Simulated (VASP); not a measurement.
# CdF2 (Fm-3m) in VASP: notebook, part 2 of 2

VASP 6.6.1. Earlier steps stand in the parts before.

### 3 Single point, PBE (13.31 Å³/atom)

This run uses another cell than the first one, of 13.31 Å³/atom.

The input, INCAR:

```
PREC = Accurate
ENCUT = 520
EDIFF = 1E-6
ISMEAR = 0
SIGMA = 0.02
LREAL = F
LASPH = T
NELM = 100
ALGO = Normal
ISIF = 2
LWAVE = F
LCHARG = F
GGA = PE
NBANDS = 20
```

The input, KPOINTS:

```
Automatic mesh
0
Gamma
  8 8 8
```

The input, POSCAR:

```
CdF2
1.0
    0.0000000000      2.7130519137      2.7130519137
    2.7130519137      0.0000000000      2.7130519137
    2.7130519137      2.7130519137      0.0000000000
Cd F
1 2
Direct
    0.0000000000      0.0000000000      0.0000000000
    0.2500000000      0.2500000000      0.2500000000
    0.7500000000      0.7500000000      0.7500000000
```

Potentials or basis: VASP PAW PBE potentials, release 64 (Cd, F).

Launch:

```console
> cat potpaw_PBE.64/Cd/POTCAR potpaw_PBE.64/F/POTCAR > POTCAR
> mpirun -np 1 vasp_std > vasp.out
```

OUTCAR:

```text
PREC = Accurate
   ENCUT = 520
   EDIFF = 1E-6
   ISMEAR = 0
   LREAL = F
   LASPH = T
   NELM = 100
   ISIF = 2
   GGA = PE

 ion  position               nearest neighbor table
   1  0.000  0.000  0.000-   2 2.35   3 2.35   3 2.35   3 2.35   3 2.35   2 2.35   2 2.35   2 2.35

   2  0.250  0.250  0.250-   1 2.35   1 2.35   1 2.35   1 2.35
   3  0.750  0.750  0.750-   1 2.35   1 2.35   1 2.35   1 2.35

  LATTYP: Found a face centered cubic cell.
 ALAT       =     5.4261038274

  Lattice vectors:

 A1 = (   0.0000000000,   2.7130519137,   2.7130519137)
 A2 = (   2.7130519137,   0.0000000000,   2.7130519137)
 A3 = (   2.7130519137,   2.7130519137,   0.0000000000)

Analysis of symmetry for initial positions (statically):
=====================================================================
 Subroutine PRICEL returns:
 Original cell was already a primitive cell.

 Routine SETGRP: Setting up the symmetry group for a
 face centered cubic supercell.

[... 165 lines left out ...]
  free energy    TOTEN  =       -10.88665980 eV

  energy without entropy =      -10.88665980  energy(sigma->0) =      -10.88665980

 E-fermi :  -1.3412     XC(G=0): -10.2976

 val. band max:       -1.4685780866   @ k =  -0.2500   0.5000   0.2500
 cond. band min:       1.5246271150   @ k =   0.0000   0.0000   0.0000
 fundamental gap:      2.9932052016
 Fermi energy:        -1.3411661241

 k-point     1 :       0.0000    0.0000    0.0000
  band No.  band energies     occupation
      1     -22.1579      2.00000
      2     -21.1112      2.00000
      3      -7.0225      2.00000
      4      -7.0225      2.00000
      5      -7.0225      2.00000
      6      -5.9055      2.00000
[... 541 lines left out ...]
     19      17.0933      0.00000
     20      20.6528      0.00000

 [... further k-points ...]

------------------------ aborting loop because EDIFF is reached ----------------------------------------

  FORCE on cell =-STRESS in cart. coord.  units (eV):
  Direction    XX          YY          ZZ          XY          YZ          ZX
  --------------------------------------------------------------------------------------
  -------------------------------------------------------------------------------------
  Total        0.9269976      0.9269976      0.9269976      0.0000000      0.0000000     -0.0000000
  in kB       37.1864621     37.1864621     37.1864621      0.0000000      0.0000000     -0.0000000
  external PRESSURE =      37.1864621 kB  Pullay stress =       0.0000000 kB

 VOLUME and BASIS-vectors are now :
 -----------------------------------------------------------------------------
  energy-cutoff  :      520.00
  volume of cell :       39.94
      direct lattice vectors                 reciprocal lattice vectors
     0.000000000  2.713051914  2.713051914    -0.184294299  0.184294299  0.184294299
     2.713051914  0.000000000  2.713051914     0.184294299 -0.184294299  0.184294299
     2.713051914  2.713051914  0.000000000     0.184294299  0.184294299 -0.184294299

 POSITION                                       TOTAL-FORCE (eV/Angst)
 -----------------------------------------------------------------------------------
      0.00000      0.00000      0.00000         0.000000      0.000000      0.000000
      1.35653      1.35653      1.35653        -0.000000     -0.000000     -0.000000
      4.06958      4.06958      4.06958         0.000000      0.000000      0.000000
 -----------------------------------------------------------------------------------
    total drift:                                0.000000     -0.000000      0.000000

  FREE ENERGIE OF THE ION-ELECTRON SYSTEM (eV)
  ---------------------------------------------------
  free  energy   TOTEN  =       -10.8866597960 eV

  energy  without entropy=      -10.8866597960  energy(sigma->0) =      -10.88665980
```

OSZICAR:

```text
N       E                     dE             d eps       ncg     rms          rms(c)
DAV:   1     0.191758052304E+03    0.19176E+03   -0.15608E+04  1208   0.132E+03
DAV:   2    -0.473420078714E+01   -0.19649E+03   -0.18818E+03  1264   0.342E+02
DAV:   3    -0.125902207120E+02   -0.78560E+01   -0.78344E+01  1352   0.747E+01
DAV:   4    -0.126227761389E+02   -0.32555E-01   -0.32554E-01  1260   0.492E+00
DAV:   5    -0.126228981768E+02   -0.12204E-03   -0.12204E-03  1316   0.269E-01    0.998E+00
DAV:   6    -0.108578746022E+02    0.17650E+01   -0.40551E+00  1480   0.379E+01    0.722E+00
DAV:   7    -0.109031675270E+02   -0.45293E-01   -0.90159E-01  1196   0.855E+00    0.410E+00
DAV:   8    -0.108948548564E+02    0.83127E-02   -0.14136E-01  1196   0.346E+00    0.719E-01
DAV:   9    -0.108859772294E+02    0.88776E-02   -0.33976E-02  1384   0.222E+00    0.904E-02
DAV:  10    -0.108865336641E+02   -0.55643E-03   -0.28966E-03  1204   0.604E-01    0.122E-01
DAV:  11    -0.108866361008E+02   -0.10244E-03   -0.15039E-04  1236   0.124E-01    0.402E-02
DAV:  12    -0.108866582704E+02   -0.22170E-04   -0.48013E-05  1196   0.586E-02    0.185E-02
DAV:  13    -0.108866600670E+02   -0.17966E-05   -0.72156E-06  1256   0.217E-02    0.356E-03
DAV:  14    -0.108866597960E+02    0.27105E-06   -0.65039E-07  1000   0.100E-02
   1 F= -.10886660E+02 E0= -.10886660E+02  d E =-.313114E-21
```

stdout:

```text
POSCAR found type information on POSCAR CdF
 POSCAR found :  2 types and       3 ions
 scaLAPACK will be used
 LDA part: xc-table for (Slater+PW92), standard interpolation
 POSCAR, INCAR and KPOINTS ok, starting setup
 FFT: planning ... GRIDC
 FFT: planning ... GRID_SOFT
 FFT: planning ... GRID
 WAVECAR not read
 entering main loop
```

Wall time 41 s (1 thread of Intel Xeon Platinum 8375C at 2.90GHz (Ice Lake), shared host); peak memory 0.17 GiB.

What came out:

- Free energy: -10.8867 eV
- Pressure: 3.7 GPa
- Band gap on the k mesh: 2.99 eV (least direct gap 3.52 eV)

Levels at points of the mesh, in eV from the valence-band top:
| k point | band 9 | band 10 | band 11 | band 12 | band 13 | band 14 | band 15 | band 16 | band 17 | band 18 |
| --- | --- | --- | --- | --- | --- | --- | --- | --- | --- | --- |
| (0.00, 0.00, 0.00) | -0.92 | -0.92 | -0.52 | -0.52 | -0.52 | 2.99 | 12.60 | 12.60 | 12.60 | 17.45 |
| (0.50, 0.00, 0.00) | -2.18 | -1.76 | -1.76 | -0.41 | -0.41 | 7.01 | 9.09 | 14.31 | 14.31 | 18.04 |
| (0.50, 0.50, 0.00) | -2.85 | -2.85 | -0.46 | -0.09 | -0.09 | 7.83 | 9.54 | 11.88 | 14.10 | 14.10 |

Caveat: the cell stands under pressure. A k mesh can miss the band edges.

### 4 Single point, PBE (14.14 Å³/atom)

This run uses another cell than the first one, of 14.14 Å³/atom.

The input, INCAR:

```
SYSTEM = CdF2
  PREC = Accurate
  ENCUT = 520
  EDIFF = 1E-6
  ISMEAR = 0
  SIGMA = 0.02
  LREAL = .FALSE.
  LASPH = .TRUE.
  NELM = 100
  ALGO = Normal
  ISIF = 2
  LWAVE = .FALSE.
  LCHARG = .FALSE.
  GGA = PE
  NBANDS = 20
```

The input, KPOINTS:

```
regular mesh
0
G
  8 8 8
  0 0 0
```

The input, POSCAR:

```
CdF2
1.0
    0.0000000000      2.7678758141      2.7678758141
    2.7678758141      0.0000000000      2.7678758141
    2.7678758141      2.7678758141      0.0000000000
Cd F
1 2
Direct
    0.0000000000      0.0000000000      0.0000000000
    0.2500000000      0.2500000000      0.2500000000
    0.7500000000      0.7500000000      0.7500000000
```

Launch:

```console
> cat potpaw_PBE.64/Cd/POTCAR potpaw_PBE.64/F/POTCAR > POTCAR
> mpirun -np 1 vasp_std > vasp.out
```

Run time: 35 s. Hardware: 1 thread of Intel Xeon Platinum 8375C at 2.90GHz (Ice Lake), shared host; peak memory 0.17 GiB.

Results (log left out):

```
Free energy            : -10.9011 eV
Pressure               : -2.1 GPa
Band gap on the k mesh : 2.78 eV (least direct gap 3.37 eV)
```

Levels at points of the mesh, in eV from the valence-band top:
```csv
k point,band 11,band 12,band 13,band 14,band 15,band 16
"(0.00, 0.00, 0.00)",-0.59,-0.59,-0.59,2.78,12.30,12.30
"(0.50, 0.00, 0.00)",-1.56,-0.44,-0.44,6.56,8.88,13.79
"(0.50, 0.50, 0.00)",-0.36,-0.08,-0.08,7.34,9.21,11.74
```

A k mesh can miss the band edges. As with any semilocal functional, this PBE gap is likely too small.

### 5 Single point, PBE (14.55 Å³/atom)

This run uses another cell than the first one, of 14.55 Å³/atom.

The input, INCAR:

```
SYSTEM = CdF2
ALGO = Normal ; EDIFF = 1E-6
ENCUT = 520 ; GGA = PE
ISIF = 2 ; ISMEAR = 0
LASPH = .TRUE. ; LCHARG = .FALSE.
LREAL = .FALSE. ; LWAVE = .FALSE.
NBANDS = 20 ; NELM = 100
PREC = Accurate ; SIGMA = 0.02
```

The input, KPOINTS:

```
k-points
0
G
  8 8 8
  0 0 0
```

The input, POSCAR:

```
CdF2
1.0
    0.0000000000      2.7944916374      2.7944916374
    2.7944916374      0.0000000000      2.7944916374
    2.7944916374      2.7944916374      0.0000000000
Cd F
1 2
Direct
    0.0000000000      0.0000000000      0.0000000000
    0.2500000000      0.2500000000      0.2500000000
    0.7500000000      0.7500000000      0.7500000000
```

Launch:

```console
> cat potpaw_PBE.64/Cd/POTCAR potpaw_PBE.64/F/POTCAR > POTCAR
> mpirun -np 1 vasp_std > vasp.out
```

Wall time 40 s (1 thread of Intel Xeon Platinum 8375C at 2.90GHz (Ice Lake), shared host); peak memory 0.17 GiB.

Results (log left out):

| Property | Result |
| --- | --- |
| Free energy | -10.8779 eV |
| Pressure | -4.4 GPa |
| Band gap on the k mesh | 2.68 eV (least direct gap 3.29 eV) |

Levels at points of the mesh, in eV from the valence-band top:
```
           k point  band 11  band 12  band 13  band 14  band 15  band 16
(0.00, 0.00, 0.00)    -0.61    -0.61    -0.61     2.68    12.15    12.15
(0.50, 0.00, 0.00)    -1.47    -0.45    -0.45     6.35     8.77    13.54
(0.50, 0.50, 0.00)    -0.32    -0.08    -0.08     7.11     9.06    11.67
```

Caveat: the cell stands under tension. A k mesh can miss the band edges.

### 6 The runs side by side

| cell | gap on the mesh (eV) | pressure (GPa) |
| --- | --- | --- |
| a = 3.797 Å, angles 60.0°, 3 atoms | 3.10 | 7.5 |
| a = 3.837 Å, angles 60.0°, 3 atoms | 2.99 | 3.7 |
| a = 3.914 Å, angles 60.0°, 3 atoms | 2.78 | -2.1 |
| a = 3.952 Å, angles 60.0°, 3 atoms | 2.68 | -4.4 |

Alike in all rows: task single point; level PBE; potentials or basis VASP PAW PBE potentials, release 64 (Cd, F); no spin polarisation; k mesh 8 × 8 × 8; cutoff (eV) 520; smearing gaussian 0.02 eV.

Caveats: the cell stands under pressure (at least some runs); the cell stands under tension (at least some runs).

Total energies depend on the potentials used, so only differences within one code and one set of settings carry meaning.
